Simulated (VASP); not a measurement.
Set up this calculation in VASP 6.6.1, as the native input.

| Item | Value |
| --- | --- |
| Task | single point |
| Functional | PBE |
| Potentials or basis | VASP PAW PBE potentials, release 64 (Ga_d, P) |
| Cutoff | 520 eV |
| k mesh | 6 × 6 × 2 |
| Occupations | gaussian, width 0.1 eV |
| Spin | no spin polarisation |
| Dipole correction | no |
| Further INCAR settings | ALGO = Normal; EDIFF = 1e-07; NBANDS = 24 |

The structure of GaP4 lies in POSCAR:

```
GaP4
1.0
    3.9491925000      0.0000000000      0.0000000000
   -1.9745962500      3.4201010300      0.0000000000
    0.0000000000      0.0000000000      8.9037818800
Ga P
1 4
Direct
    0.0000000000      0.0000000000      0.5000000000
    0.3333333300      0.6666666700      0.0000000000
    0.6666666700      0.3333333300      0.0000000000
    0.3333333300      0.6666666700      0.5000000000
    0.6666666700      0.3333333300      0.5000000000
```

The input as run:

INCAR

```
PREC = Accurate ; ENCUT = 520
EDIFF = 1E-7 ; ISMEAR = 0
SIGMA = 0.1 ; LREAL = F
LASPH = T ; NELM = 100
ALGO = Normal ; ISIF = 2
LWAVE = F ; LCHARG = F
GGA = PE ; NBANDS = 24
```

KPOINTS

```
regular mesh
0
Gamma
  6 6 2
```

Potentials or basis: VASP PAW PBE potentials, release 64 (Ga_d, P).

Launch:

```bash
$ cat potpaw_PBE.64/Ga_d/POTCAR potpaw_PBE.64/P/POTCAR > POTCAR
$ mpirun -np 1 vasp_std > vasp.out
```

It gave:

| Quantity | Value |
| --- | --- |
| Pressure | 13.1 GPa |

Caveat: this functional lacks dispersion, which binds the layers, so the pressure and a relaxed spacing across them are unreliable.

It took 27 s on 1 thread of Intel(R) Xeon(R) 6975P-C (Granite Rapids) (shared host), peak memory 0.24 GiB.
